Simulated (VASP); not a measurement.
# WC (P-6m2) in VASP: single point with PBE

Aim: the single point of WC with PBE.

Everything below comes from runs of VASP 6.6.1. Logs are shortened: lines on timing, memory, paths and dates and some standing lists are left out, and cuts for length are marked.

### Step 1. The cell of the first run

Symmetry: P-6m2, No. 187, hexagonal system. Conventional cell: a = 2.917 Å, b = 2.917 Å, c = 2.839 Å, α = 90.00°, β = 90.00°, γ = 120.00°. W (site symmetry -6m2) has 6 C at 2.20 Å and 2 W at 2.84 Å within 2.9 Å. Within 2.9 Å of C (site symmetry -6m2) lie 6 W at 2.20 Å and 2 C at 2.84 Å.

### Step 2. Single point, PBE

Contents of INCAR:

```
PREC = Accurate
ENCUT = 600
EDIFF = 1E-6
ISMEAR = 0
SIGMA = 0.1
LREAL = False
LASPH = True
NELM = 120
ALGO = Normal
ISIF = 2
LWAVE = False
LCHARG = True
GGA = PE
LELF = True
LVHAR = True
NBANDS = 16
GGA_COMPAT = False
```

Contents of KPOINTS:

```
Automatic mesh
0
Gamma
  6 6 6
```

Contents of POSCAR:

```
WC
1.0
    2.9165950000      0.0000000000      0.0000000000
   -1.4582970000      2.5258450000      0.0000000000
    0.0000000000      0.0000000000      2.8394360000
W C
1 1
Direct
    0.0000000000      0.0000000000      0.0000000000
    0.6666670000      0.3333330000      0.5000000000
```

Potentials or basis: VASP PAW PBE potentials, release 64 (W_sv, C).

Started as:

```
$ cat potpaw_PBE.64/W_sv/POTCAR potpaw_PBE.64/C/POTCAR > POTCAR
$ mpirun -np 1 vasp_std > vasp.out
```

OUTCAR:

```text
PREC = Accurate
   ENCUT = 600
   EDIFF = 1E-6
   ISMEAR = 0
   LREAL = False
   LASPH = True
   NELM = 120
   ISIF = 2
   GGA = PE

 ion  position               nearest neighbor table
   1  0.000  0.000  0.000-   2 2.20   2 2.20   2 2.20   2 2.20   2 2.20   2 2.20
   2  0.667  0.333  0.500-   1 2.20   1 2.20   1 2.20   1 2.20   1 2.20   1 2.20

  LATTYP: Found a hexagonal cell.
 ALAT       =     2.9165950000
 C/A-ratio  =     0.9735448357

  Lattice vectors:

 A1 = (   2.9165950000,   0.0000000000,   0.0000000000)
 A2 = (  -1.4582970000,   2.5258450000,   0.0000000000)
 A3 = (   0.0000000000,   0.0000000000,   2.8394360000)

Analysis of symmetry for initial positions (statically):
=====================================================================
 Subroutine PRICEL returns:
 Original cell was already a primitive cell.

 Routine SETGRP: Setting up the symmetry group for a
 hexagonal supercell.

 Subroutine GETGRP returns: Found 12 space group operations
 (whereof 12 operations were pure point group operations)
 out of a pool of 24 trial point group operations.

The static configuration has the point symmetry D_3h.

Analysis of symmetry for dynamics (positions and initial velocities):
=====================================================================
 Subroutine PRICEL returns:
 Original cell was already a primitive cell.

 Routine SETGRP: Setting up the symmetry group for a
 hexagonal supercell.

 Subroutine GETGRP returns: Found 12 space group operations
 (whereof 12 operations were pure point group operations)
 out of a pool of 24 trial point group operations.

The dynamic configuration has the point symmetry D_3h.

 Subroutine INISYM returns: Found 12 space group operations
 (whereof 12 operations are pure point group operations),
 and found     1 'primitive' translations

----------------------------------------------------------------------------------------

                                     Primitive cell

  volume of cell :      20.9177

  direct lattice vectors                    reciprocal lattice vectors
     2.916595000  0.000000000  0.000000000     0.342865568  0.197953488  0.000000000
    -1.458297000  2.525845000  0.000000000     0.000000000  0.395907112  0.000000000
     0.000000000  0.000000000  2.839436000     0.000000000  0.000000000  0.352182617

  length of vectors
     2.916595000  2.916594436  2.839436000     0.395907036  0.395907112  0.352182617

  position of ions in fractional coordinates (direct lattice)
     0.000000000  0.000000000  0.000000000
     0.666667000  0.333333000  0.500000000

  ion indices of the primitive-cell ions
   primitive index   ion index
                 1           1
                 2           2

----------------------------------------------------------------------------------------

 KPOINTS: Automatic mesh

Automatic generation of k-mesh.
 Grid dimensions read from file:
 generate k-points for:    6    6    6

 Generating k-lattice:

  Cartesian coordinates                     Fractional coordinates (reciprocal lattice)
     0.057144261  0.032992248  0.000000000     0.166666667 -0.000000000  0.000000000
     0.000000000  0.065984519  0.000000000     0.000000000  0.166666667  0.000000000
     0.000000000  0.000000000  0.058697103     0.000000000  0.000000000  0.166666667

  Length of vectors
     0.065984506  0.065984519  0.058697103

  Shift w.r.t. Gamma in fractional coordinates (k-lattice)
     0.000000000  0.000000000  0.000000000

 Subroutine IBZKPT returns following result:
 ===========================================

 Found     28 irreducible k-points:

 Following reciprocal coordinates:
            Coordinates               Weight
  0.000000  0.000000  0.000000      1.000000
  0.166667  0.000000  0.000000      6.000000
  0.333333 -0.000000  0.000000      6.000000
  0.500000 -0.000000  0.000000      3.000000
  0.166667  0.166667  0.000000      6.000000
  0.333333  0.166667  0.000000     12.000000
[... 16 lines left out ...]
  0.166667  0.000000  0.500000      6.000000
  0.333333 -0.000000  0.500000      6.000000
 [... further k-points ...]
   k-points           NKPTS =     28   k-points in BZ     NKDIM =     28   number of bands    NBANDS=     16
   number of dos      NEDOS =    301   number of ions     NIONS =      2
   total plane-waves  NPLWV =  13824
   dimension x,y,z NGX =    24 NGY =   24 NGZ =   24
   dimension x,y,z NGXF=    48 NGYF=   48 NGZF=   48
   ions per type =               1   1
   NGX,Y,Z   is equivalent  to a cutoff of  13.68, 13.68, 14.05 a.u.
   NGXF,Y,Z  is equivalent  to a cutoff of  27.36, 27.36, 28.10 a.u.
 SYSTEM =  unknown system
   PREC   = accura    normal or accurate (medium, high low for compatibility)
   ISTART =      0    job   : 0-new  1-cont  2-samecut
   ICHARG =      2    charge: 1-file 2-atom 10-const
   ISPIN  =      1    spin polarized calculation?
   LNONCOLLINEAR =      F non collinear calculations
   LSORBIT =      F    spin-orbit coupling
   LASPH  =      T    aspherical Exc in radial PAW
   ENCUT  =  600.0 eV  44.10 Ry    6.64 a.u.   5.83  5.83  5.67*2*pi/ulx,y,z
   NELM   =    120;   NELMIN=  2; NELMDL= -5     # of ELM steps
   EDIFF  = 0.1E-05   stopping-criterion for ELM
   LREAL  =      F    real-space projection
   EDIFFG = 0.1E-04   stopping-criterion for IOM
   NSW    =      0    number of steps for IOM
   IBRION =     -1    ionic relax: 0-MD 1-quasi-New 2-CG
   NFREE  =      0    steps in history (QN), initial steepest desc. (CG)
   ISIF   =      2    stress and relaxation
   ISYM   =      2    0-nonsym 1-usesym 2-fastsym
   POTIM  = 0.5000    time-step for ionic-motion
   TEBEG  =    0.0;   TEEND  =   0.0 temperature during run
   PSTRESS=    0.0 pullay stress
   NELECT =      18.0000    total number of electrons
   NUPDOWN=      -1.0000    fix difference up-down
   EMIN   =  10.00;   EMAX   =-10.00  energy-range for DOS
   EFERMI =   0.00;   METHOD = LEGACY
   ISMEAR =     0;   SIGMA  =   0.10  broadening in eV -4-tet -1-fermi 0-gaus
   EFERMI_NEDOS =   21; number of points for ismear=-14 and -15
   IALGO  =     38    algorithm
   IMIX   =      4    mixing-type and parameters
     AMIX     =   0.40;   BMIX     =  1.00
     AMIX_MAG =   1.60;   BMIX_MAG =  1.00
  volume/ion in A,a.u.               =      10.46        70.58
  Fermi-wavevector in a.u.,A,eV,Ry     =   1.557139  2.942566 32.989797  2.424682
  Thomas-Fermi vector in A             =   2.660833
   LORBIT       =      0    0 simple, 1 ext, 2 COOP (PROOUT), +10 PAW based schemes
   GGA     = PE    functional components
   LHFCALC =     F    Hartree Fock is set to
   AEXX    =    0.0000 exact exchange contribution
   IVDW    =     0    specifies the selected vdW correction
   LEPSILON=     F    determine dielectric tensor
   LRPA    =     F    only Hartree local field effects (RPA)
 non-spin polarized calculation
 Gauss-broadening in eV      SIGMA  =   0.10
  energy-cutoff  :      600.00
  volume of cell :       20.92
 maximum number of plane-waves:       708
 NGX is ok and might be reduce to    24
   NGX = 11   NGY = 11   NGZ = 11

 number of electron      18.0000001 magnetization

 Free energy of the ion-electron system (eV)
  ---------------------------------------------------
  ext. energy  EPLUGINS =         0.00000000
  ---------------------------------------------------
  free energy    TOTEN  =       -22.44492663 eV

  energy without entropy =      -22.44139523  energy(sigma->0) =      -22.44316093

 E-fermi :  11.2150     XC(G=0): -13.7552

 val. band max:       11.0791906461   @ k =   0.0000   0.0000   0.0000
 cond. band min:      11.2286654873   @ k =   0.0000   0.0000   0.1667
 fundamental gap:      0.1494748412
 Fermi energy:        11.2149733523

 k-point     1 :       0.0000    0.0000    0.0000
  band No.  band energies     occupation
      1     -63.0597      2.00000
      2     -27.0363      2.00000
      3     -26.9436      2.00000
      4     -26.9436      2.00000
      5      -3.4221      2.00000
      6       6.6983      2.00000
[... 8 lines left out ...]
     15      25.2475      0.00000
     16      27.6141      0.00000

 k-point     2 :       0.1667    0.0000    0.0000
  band No.  band energies     occupation
      1     -63.0458      2.00000
      2     -27.1480      2.00000
      3     -27.0098      2.00000
      4     -26.9903      2.00000
      5      -2.7339      2.00000
      6       6.3126      2.00000
[... 8 lines left out ...]
     15      24.5919      0.00000
     16      29.0330      0.00000

 k-point     3 :       0.3333   -0.0000    0.0000
  band No.  band energies     occupation
      1     -63.0181      2.00000
      2     -27.5394      2.00000
      3     -27.0824      2.00000
      4     -26.9564      2.00000
      5      -1.1406      2.00000
      6       4.7220      2.00000
[... 8 lines left out ...]
     15      25.8006      0.00000
     16      27.5527      0.00000

 k-point     4 :       0.5000   -0.0000    0.0000
  band No.  band energies     occupation
      1     -63.0042      2.00000
      2     -27.7272      2.00000
      3     -27.1278      2.00000
      4     -26.9295      2.00000
      5      -0.1102      2.00000
      6       3.9678      2.00000
[... 8 lines left out ...]
     15      23.7016      0.00000
     16      28.9481      0.00000
[... 324 lines left out ...]
 k-point    22 :       0.0000    0.0000    0.5000
  band No.  band energies     occupation
      1     -63.0196      2.00000
      2     -27.7660      2.00000
      3     -26.8771      2.00000
      4     -26.8771      2.00000
      5       0.5725      2.00000
      6       2.3686      2.00000
[... 8 lines left out ...]
     15      22.7255      0.00000
     16      28.2229      0.00000

 k-point    23 :       0.1667    0.0000    0.5000
  band No.  band energies     occupation
      1     -63.0060      2.00000
      2     -27.7255      2.00000
      3     -27.0690      2.00000
      4     -26.9208      2.00000
      5       0.3476      2.00000
      6       3.2113      2.00000
[... 8 lines left out ...]
     15      24.1889      0.00000
     16      27.7700      0.00000

 k-point    24 :       0.3333   -0.0000    0.5000
  band No.  band energies     occupation
      1     -62.9789      2.00000
      2     -27.6434      2.00000
      3     -27.4383      2.00000
      4     -27.0070      2.00000
      5      -0.0760      2.00000
      6       4.4287      2.00000
[... 8 lines left out ...]
     15      24.7015      0.00000
     16      27.9730      0.00000

 [... further k-points ...]
[... 5 lines left out ...]
  --------------------------------------------------------------------------------------
  -------------------------------------------------------------------------------------
  Total        0.4874488      0.4874486      0.3822298      0.0000001      0.0000000      0.0000000
  in kB       37.3357299     37.3357192     29.2765705      0.0000074      0.0000000      0.0000000
  external PRESSURE =      34.6493398 kB  Pullay stress =       0.0000000 kB

 VOLUME and BASIS-vectors are now :
 -----------------------------------------------------------------------------
  energy-cutoff  :      600.00
  volume of cell :       20.92
      direct lattice vectors                 reciprocal lattice vectors
     2.916595000  0.000000000  0.000000000     0.342865568  0.197953488  0.000000000
    -1.458297000  2.525845000  0.000000000     0.000000000  0.395907112  0.000000000
     0.000000000  0.000000000  2.839436000     0.000000000  0.000000000  0.352182617

 POSITION                                       TOTAL-FORCE (eV/Angst)
 -----------------------------------------------------------------------------------
      0.00000      0.00000      0.00000         0.000000     -0.000000      0.000000
      1.45830      0.84195      1.41972        -0.000000      0.000000      0.000000
 -----------------------------------------------------------------------------------
    total drift:                               -0.000337      0.000192      0.000000

  FREE ENERGIE OF THE ION-ELECTRON SYSTEM (eV)
  ---------------------------------------------------
  free  energy   TOTEN  =       -22.4449266273 eV

  energy  without entropy=      -22.4413952342  energy(sigma->0) =      -22.44316093
```

Wall time 6.6 s (1 thread of Intel Xeon Platinum 8488C (Sapphire Rapids), shared host); peak memory 0.14 GiB.

Results:

- Free energy: -22.4449 eV
- Pressure: 3.5 GPa
- Band gap on the k mesh: zero (band 9 reaches 11.60 eV, above the bottom of band 10 at 10.39 eV)

Caveat: the k points lie up to 0.41 Å⁻¹ apart; spin-orbit coupling is left out, which moves the levels of the heavy elements.
